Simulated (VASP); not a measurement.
Crystal: GaSb.

```xyz
2
Lattice="0.0000 3.0177 3.0177 3.0177 0.0000 3.0177 3.0177 3.0177 0.0000" Properties=species:S:1:pos:R:3 pbc="T T T"
Sb    4.5265    4.5265    4.5265
Ga    0.0000    0.0000    0.0000
```

Base run:

```yaml
Program: VASP 6.6.1
Functional: r2SCAN
Potentials_or_basis: VASP PAW PBE potentials, release 64 (Sb, Ga_d)
Cutoff: 520 eV
k_mesh: 8 × 8 × 8
Occupations: fermi-dirac, width 0.05 eV
Spin: no spin polarisation
```

Its results: band gap on the k mesh 0.76 eV, direct; pressure 3.0 GPa.

Task: The run is repeated on the same cell with these changes: dispersion from none to D4. What comes out?

Result: Band gap on the k mesh 0.76 eV, direct; pressure 2.2 GPa.

Dispersion adds attraction, which lowers the pressure at fixed volume and, as a term added to the energy, leaves the levels alone.

Caveats: the PAW data sets were made with another functional, which shifts forces and pressure a little; spin-orbit coupling is left out, which moves the levels of the heavy elements.

A k mesh can miss the band edges.
